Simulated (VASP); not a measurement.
# SiO2 in VASP: relaxation of the atoms with PBE

Aim: the relaxation of the atoms of SiO2 with PBE.

All numbers are computed with VASP 6.6.1; they aren't measurements. Logs are shortened: lines on timing, memory, paths and dates and some standing lists are left out, and cuts for length are marked.

## 1. The cell of the first run

The cell holds a slab with vacuum, 24 atoms: a = 5.921 Å, b = 5.337 Å, c = 17.771 Å, α = 90.00°, β = 90.00°, γ = 90.00°.

## 2. Relaxation of the atoms, PBE

INCAR reads:

```
PREC = Accurate
ENCUT = 520
EDIFF = 1E-6
ISMEAR = -1
SIGMA = 0.05
LREAL = Auto
LASPH = T
NELM = 100
ALGO = Normal
ISIF = 2
LWAVE = F
LCHARG = F
GGA = PE
IBRION = 2
NSW = 45
EDIFFG = -0.08
```

KPOINTS reads:

```
regular mesh
0
Gamma
  2 2 1
```

POSCAR reads:

```
SiO2
1.0
    5.9206050000      0.0000000000      0.0000000000
    0.0000000000      5.3368000000      0.0000000000
    0.0000000000      0.0000000000     17.7714160000
Si O
8 16
Selective dynamics
Direct
    0.0000000000      0.0000000000      0.0562701000  F F F
    0.5000000000      0.2500000000      0.0562701000  F F F
    0.5000000000      0.0000000000      0.2228468000  T T T
    0.0000000000      0.2500000000      0.2228468000  T T T
    0.0000000000      0.5000000000      0.0562701000  F F F
    0.5000000000      0.7500000000      0.0562701000  F F F
    0.5000000000      0.5000000000      0.2228468000  T T T
    0.0000000000      0.7500000000      0.2228468000  T T T
    1.0000000000      0.0000000000      0.1581817000  T T T
    0.1941000000      0.2500000000      0.0562701000  F F F
    0.5000000000      0.0000000000      0.1209352000  T T T
    0.8059000000      0.2500000000      0.0562701000  F F F
    0.5000000000      0.0000000000      0.3247584000  T T T
    0.6941000000      0.2500000000      0.2228468000  T T T
    0.0000000000      0.0000000000      0.2875118000  T T T
    0.3059000000      0.2500000000      0.2228468000  T T T
    1.0000000000      0.5000000000      0.1581817000  T T T
    0.1941000000      0.7500000000      0.0562701000  F F F
    0.5000000000      0.5000000000      0.1209352000  T T T
    0.8059000000      0.7500000000      0.0562701000  F F F
    0.5000000000      0.5000000000      0.3247584000  T T T
    0.6941000000      0.7500000000      0.2228468000  T T T
    0.0000000000      0.5000000000      0.2875118000  T T T
    0.3059000000      0.7500000000      0.2228468000  T T T
```

Potentials or basis: VASP PAW PBE potentials, release 64 (Si, O).

Launch:

```sh
cat potpaw_PBE.64/Si/POTCAR potpaw_PBE.64/O/POTCAR > POTCAR
mpirun -np 2 vasp_std > vasp.out
```

OUTCAR:

```text
PREC = Accurate
   ENCUT = 520
   EDIFF = 1E-6
   ISMEAR = -1
   LREAL = Auto
   LASPH = T
   NELM = 100
   ISIF = 2
   GGA = PE
   IBRION = 2
   NSW = 45
   EDIFFG = -0.08

 ion  position               nearest neighbor table
   1  0.000  0.000  0.056-  10 1.76  12 1.76  18 1.76  20 1.76   9 1.81   5 2.67   5 2.67
   2  0.500  0.250  0.056-  11 1.76  19 1.76  12 1.81  10 1.81   6 2.67   6 2.67
   3  0.500  0.000  0.223-  14 1.76  16 1.76  22 1.76  24 1.76  11 1.81  13 1.81   7 2.67   7 2.67

   4  0.000  0.250  0.223-  15 1.76  23 1.76  17 1.76   9 1.76  14 1.81  16 1.81   8 2.67   8 2.67

   5  0.000  0.500  0.056-  10 1.76  12 1.76  18 1.76  20 1.76  17 1.81   1 2.67   1 2.67
   6  0.500  0.750  0.056-  11 1.76  19 1.76  18 1.81  20 1.81   2 2.67   2 2.67
   7  0.500  0.500  0.223-  14 1.76  16 1.76  22 1.76  24 1.76  19 1.81  21 1.81   3 2.67   3 2.67

   8  0.000  0.750  0.223-  15 1.76  23 1.76  17 1.76   9 1.76  22 1.81  24 1.81   4 2.67   4 2.67

   9  0.000  0.000  0.158-   4 1.76   8 1.76   1 1.81
  10  0.194  0.250  0.056-   1 1.76   5 1.76   2 1.81
  11  0.500  0.000  0.121-   2 1.76   6 1.76   3 1.81
  12  0.806  0.250  0.056-   1 1.76   5 1.76   2 1.81
  13  0.500  0.000  0.325-   3 1.81
  14  0.694  0.250  0.223-   3 1.76   7 1.76   4 1.81
  15  0.000  0.000  0.288-   4 1.76   8 1.76
  16  0.306  0.250  0.223-   3 1.76   7 1.76   4 1.81
  17  0.000  0.500  0.158-   4 1.76   8 1.76   5 1.81
  18  0.194  0.750  0.056-   1 1.76   5 1.76   6 1.81
  19  0.500  0.500  0.121-   2 1.76   6 1.76   7 1.81
  20  0.806  0.750  0.056-   1 1.76   5 1.76   6 1.81
  21  0.500  0.500  0.325-   7 1.81
  22  0.694  0.750  0.223-   3 1.76   7 1.76   8 1.81
  23  0.000  0.500  0.288-   4 1.76   8 1.76
  24  0.306  0.750  0.223-   3 1.76   7 1.76   8 1.81

  LATTYP: Found a simple orthorhombic cell.
 ALAT       =     5.3368000000
 B/A-ratio  =     1.1093923325
 C/A-ratio  =     3.3299760156

  Lattice vectors:

 A1 = (   0.0000000000,  -5.3368000000,   0.0000000000)
 A2 = (   5.9206050000,   0.0000000000,   0.0000000000)
 A3 = (   0.0000000000,   0.0000000000,  17.7714160000)

Analysis of symmetry for initial positions (statically):
=====================================================================
 Subroutine PRICEL returns following result:

  LATTYP: Found a simple orthorhombic cell.
 ALAT       =     2.6684000000
 B/A-ratio  =     2.2187846650
 C/A-ratio  =     6.6599520312
[... 12 lines left out ...]
 Subroutine GETGRP returns: Found  4 space group operations
 (whereof  4 operations were pure point group operations)
 out of a pool of  8 trial point group operations.

The static configuration has the point symmetry C_2v.

Analysis of symmetry for dynamics (positions and initial velocities):
=====================================================================
 Subroutine PRICEL returns following result:

  LATTYP: Found a simple orthorhombic cell.
 ALAT       =     2.6684000000
 B/A-ratio  =     2.2187846650
 C/A-ratio  =     6.6599520312
[... 12 lines left out ...]
 Subroutine GETGRP returns: Found  4 space group operations
 (whereof  4 operations were pure point group operations)
 out of a pool of  8 trial point group operations.

The dynamic configuration has the point symmetry C_2v.

Analysis of constrained symmetry for selective dynamics:
=====================================================================
 Subroutine PRICEL returns following result:

  LATTYP: Found a simple orthorhombic cell.
 ALAT       =     2.6684000000
 B/A-ratio  =     2.2187846650
 C/A-ratio  =     6.6599520312
[... 12 lines left out ...]
 Subroutine GETGRP returns: Found  4 space group operations
 (whereof  4 operations were pure point group operations)
 out of a pool of  8 trial point group operations.

The constrained configuration has the point symmetry C_2v.

 Subroutine INISYM returns: Found  4 space group operations
 (whereof  4 operations are pure point group operations),
 and found     2 'primitive' translations

----------------------------------------------------------------------------------------

                                     Primitive cell

  volume of cell :     280.7625

  direct lattice vectors                    reciprocal lattice vectors
     0.000000000 -2.668400000  0.000000000     0.000000000 -0.374756408  0.000000000
     5.920605000  0.000000000  0.000000000     0.168901658  0.000000000  0.000000000
     0.000000000  0.000000000 17.771416000     0.000000000  0.000000000  0.056270136

  length of vectors
     2.668400000  5.920605000 17.771416000     0.374756408  0.168901658  0.056270136

  position of ions in fractional coordinates (direct lattice)
     0.000000000  0.000000000  0.056270100
     0.500000000  0.500000000  0.056270100
     0.000000000  0.500000000  0.222846800
     0.500000000  0.000000000  0.222846800
     0.000000000  0.000000000  0.158181700
     0.500000000  0.194100000  0.056270100
     0.000000000  0.500000000  0.120935200
     0.500000000  0.805900000  0.056270100
     0.000000000  0.500000000  0.324758400
     0.500000000  0.694100000  0.222846800
     0.000000000  0.000000000  0.287511800
     0.500000000  0.305900000  0.222846800

  ion indices of the primitive-cell ions
   primitive index   ion index
                 1           1
                 2           2
                 3           3
                 4           4
                 5           9
                 6          10
                 7          11
                 8          12
                 9          13
                10          14
                11          15
                12          16

----------------------------------------------------------------------------------------

 KPOINTS: regular mesh

Automatic generation of k-mesh.
 Grid dimensions read from file:
 generate k-points for:    2    2    1

 Generating k-lattice:

  Cartesian coordinates                     Fractional coordinates (reciprocal lattice)
     0.084450829  0.000000000  0.000000000     0.500000000  0.000000000  0.000000000
     0.000000000  0.093689102  0.000000000     0.000000000  0.500000000  0.000000000
     0.000000000  0.000000000  0.056270136     0.000000000  0.000000000  1.000000000

  Length of vectors
     0.084450829  0.093689102  0.056270136

  Shift w.r.t. Gamma in fractional coordinates (k-lattice)
     0.000000000  0.000000000  0.000000000

 Subroutine IBZKPT returns following result:
 ===========================================

 Found      4 irreducible k-points:

 Following reciprocal coordinates:
            Coordinates               Weight
  0.000000  0.000000  0.000000      1.000000
  0.500000  0.000000  0.000000      1.000000
  0.000000  0.500000  0.000000      1.000000
  0.500000  0.500000  0.000000      1.000000
   k-points           NKPTS =      4   k-points in BZ     NKDIM =      4   number of bands    NBANDS=     78
   number of dos      NEDOS =    301   number of ions     NIONS =     24
   total plane-waves  NPLWV = 268800
   dimension x,y,z NGX =    48 NGY =   40 NGZ =  140
   dimension x,y,z NGXF=    96 NGYF=   80 NGZF=  280
   ions per type =               8  16
   NGX,Y,Z   is equivalent  to a cutoff of  13.48, 12.46, 13.10 a.u.
   NGXF,Y,Z  is equivalent  to a cutoff of  26.96, 24.92, 26.19 a.u.
 SYSTEM =  unknown system
   PREC   = accura    normal or accurate (medium, high low for compatibility)
   ISTART =      0    job   : 0-new  1-cont  2-samecut
   ICHARG =      2    charge: 1-file 2-atom 10-const
   ISPIN  =      1    spin polarized calculation?
   LNONCOLLINEAR =      F non collinear calculations
   LSORBIT =      F    spin-orbit coupling
   LASPH  =      T    aspherical Exc in radial PAW
   ENCUT  =  520.0 eV  38.22 Ry    6.18 a.u.  11.01  9.92 33.04*2*pi/ulx,y,z
   NELM   =    100;   NELMIN=  2; NELMDL= -5     # of ELM steps
   EDIFF  = 0.1E-05   stopping-criterion for ELM
   LREAL  =      T    real-space projection
   EDIFFG = -.8E-01   stopping-criterion for IOM
   NSW    =     45    number of steps for IOM
   IBRION =      2    ionic relax: 0-MD 1-quasi-New 2-CG
   NFREE  =      1    steps in history (QN), initial steepest desc. (CG)
   ISIF   =      2    stress and relaxation
   ISYM   =      2    0-nonsym 1-usesym 2-fastsym
   POTIM  = 0.5000    time-step for ionic-motion
   TEBEG  =    0.0;   TEEND  =   0.0 temperature during run
   PSTRESS=    0.0 pullay stress
   NELECT =     128.0000    total number of electrons
   NUPDOWN=      -1.0000    fix difference up-down
   EMIN   =  10.00;   EMAX   =-10.00  energy-range for DOS
   EFERMI =   0.00;   METHOD = LEGACY
   ISMEAR =    -1;   SIGMA  =   0.05  broadening in eV -4-tet -1-fermi 0-gaus
   EFERMI_NEDOS =   21; number of points for ismear=-14 and -15
   IALGO  =     38    algorithm
   IMIX   =      4    mixing-type and parameters
     AMIX     =   0.40;   BMIX     =  1.00
     AMIX_MAG =   1.60;   BMIX_MAG =  1.00
  volume/ion in A,a.u.               =      23.40       157.89
  Fermi-wavevector in a.u.,A,eV,Ry     =   1.000050  1.889821 13.607192  1.000100
  Thomas-Fermi vector in A             =   2.132381
   LORBIT       =      0    0 simple, 1 ext, 2 COOP (PROOUT), +10 PAW based schemes
   GGA     = PE    functional components
   LHFCALC =     F    Hartree Fock is set to
   AEXX    =    0.0000 exact exchange contribution
   IVDW    =     0    specifies the selected vdW correction
   LEPSILON=     F    determine dielectric tensor
   LRPA    =     F    only Hartree local field effects (RPA)
 conjugate gradient relaxation of ions
 non-spin polarized calculation
  energy-cutoff  :      520.00
  volume of cell :      561.52
 maximum number of plane-waves:     15140
 NGX is ok and might be reduce to    48
   NGX = 23   NGY = 19   NGZ = 67

--------------------------------------- Ionic step        1  -------------------------------------------

 number of electron     127.9999944 magnetization

 Free energy of the ion-electron system (eV)
  ---------------------------------------------------
  ext. energy  EPLUGINS =         0.00000000
  ---------------------------------------------------
  free energy    TOTEN  =      -165.00561346 eV

  energy without entropy =     -164.83131531  energy(sigma->0) =     -164.91846438

------------------------ aborting loop because EDIFF is reached ----------------------------------------

  FORCE on cell =-STRESS in cart. coord.  units (eV):
  Direction    XX          YY          ZZ          XY          YZ          ZX
  --------------------------------------------------------------------------------------
  -------------------------------------------------------------------------------------
  Total       19.7434347      2.4145799      3.7644433      0.0000000      0.0000000      0.0000000
  in kB       56.3331767      6.8894272     10.7409400      0.0000000      0.0000000      0.0000000
  external PRESSURE =      24.6545146 kB  Pullay stress =       0.0000000 kB
[... 155 lines left out ...]
  FREE ENERGIE OF THE ION-ELECTRON SYSTEM (eV)
  ---------------------------------------------------
  free  energy   TOTEN  =      -166.6063715101 eV

  energy  without entropy=     -166.4279014962  energy(sigma->0) =     -166.51713650

[... ionic steps 4 to 18 ...]

--------------------------------------- Ionic step       19  -------------------------------------------

 number of electron     127.9999931 magnetization

------------------------ aborting loop because EDIFF is reached ----------------------------------------
[... 111 lines left out ...]
--------------------------------------- Ionic step       21  -------------------------------------------

 number of electron     127.9999925 magnetization

 Free energy of the ion-electron system (eV)
  ---------------------------------------------------
  ext. energy  EPLUGINS =         0.00000000
  ---------------------------------------------------
  free energy    TOTEN  =      -167.50392271 eV

  energy without entropy =     -167.36695290  energy(sigma->0) =     -167.43543781

 E-fermi :  -1.4337     XC(G=0):  -5.1846

 val. band max:       -1.4531896110   @ k =   0.0000   0.0000   0.0000
 cond. band min:      -1.4018468364   @ k =   0.0000   0.0000   0.0000
 fundamental gap:      0.0513427745
 Fermi energy:        -1.4336744544

 k-point     1 :       0.0000    0.0000    0.0000
  band No.  band energies     occupation
      1     -25.3726      2.00000
      2     -23.9130      2.00000
      3     -23.3182      2.00000
      4     -22.5520      2.00000
      5     -22.4963      2.00000
      6     -22.2986      2.00000
[... 305 lines left out ...]
     75       6.0399      0.00000
     76       6.0399      0.00000
 [bands above 76 left out]

------------------------ aborting loop because EDIFF is reached ----------------------------------------

  FORCE on cell =-STRESS in cart. coord.  units (eV):
  Direction    XX          YY          ZZ          XY          YZ          ZX
  --------------------------------------------------------------------------------------
  -------------------------------------------------------------------------------------
  Total       14.6961764      2.8426673     -0.4704467      0.0000000      0.0000000      0.0000000
  in kB       41.9320303      8.1108725     -1.3423075      0.0000000      0.0000000      0.0000000
  external PRESSURE =      16.2335318 kB  Pullay stress =       0.0000000 kB
[... 39 lines left out ...]
  FREE ENERGIE OF THE ION-ELECTRON SYSTEM (eV)
  ---------------------------------------------------
  free  energy   TOTEN  =      -167.5039227106 eV

  energy  without entropy=     -167.3669529005  energy(sigma->0) =     -167.43543781

 reached required accuracy - stopping structural energy minimisation
```

Run time: 55 min. Hardware: 2 MPI ranks of Intel Xeon Platinum 8259CL at 2.50GHz (Skylake/Cascade Lake), shared host; peak memory 0.43 GiB.

What came out:

| Quantity | Value |
| --- | --- |
| Free energy | -167.5039 eV |
| Energy gained by relaxing | 104.1 meV/atom |
| Ionic steps | 21 |
| Band gap on the k mesh | zero (bands 64 and 65 overlap by 0.11 eV) |

The path:
```csv
step,energy change (eV),largest force on free atoms (eV/Å),pressure (GPa)
1,0.0000,4.6121,2.47
2,-1.0194,3.3160,4.54
3,-1.6008,1.1887,2.94
4,-1.8733,0.7414,2.71
5,-2.0005,1.0311,2.61
6,-2.1005,0.5497,2.83
7,-2.1008,0.5194,2.81
8,-2.1777,0.4568,2.72
9,-2.2240,0.7070,2.62
10,-2.2716,0.5168,2.62
11,-2.3189,0.4755,2.68
12,-2.3493,0.4330,2.65
13,-2.3928,0.5860,2.61
14,-2.4212,0.4298,2.55
15,-2.4671,0.3666,2.38
16,-2.4694,0.3557,2.33
17,-2.4863,0.2325,1.98
18,-2.4896,0.2555,1.75
19,-2.4947,0.0998,1.69
20,-2.4965,0.1083,1.63
21,-2.4983,0.0686,1.62
```

Final structure:
```
Si O
1.0
     5.92061    0.00000    0.00000
     0.00000    5.33680    0.00000
     0.00000    0.00000   17.77142
Si O
8 16
Direct
  0.00000 0.00000 0.05627
  0.50000 0.25000 0.05627
  0.50000 0.00000 0.25580
  0.00000 0.25000 0.23129
  0.00000 0.50000 0.05627
  0.50000 0.75000 0.05627
  0.50000 0.50000 0.25580
  0.00000 0.75000 0.23129
  0.00000 0.00000 0.15478
  0.19410 0.25000 0.05627
  0.50000 0.00000 0.11022
  0.80590 0.25000 0.05627
  0.50000 0.00000 0.34851
  0.68778 0.25000 0.22957
  0.00000 0.00000 0.28860
  0.31222 0.25000 0.22957
  0.00000 0.50000 0.15478
  0.19410 0.75000 0.05627
  0.50000 0.50000 0.11022
  0.80590 0.75000 0.05627
  0.50000 0.50000 0.34851
  0.68778 0.75000 0.22957
  0.00000 0.50000 0.28860
  0.31222 0.75000 0.22957
```

Caveat: the k points lie up to 0.59 Å⁻¹ apart; there is no dipole correction, which matters where the two faces differ.

The gap in the log of VASP goes by the Fermi energy; the results here count the filled bands.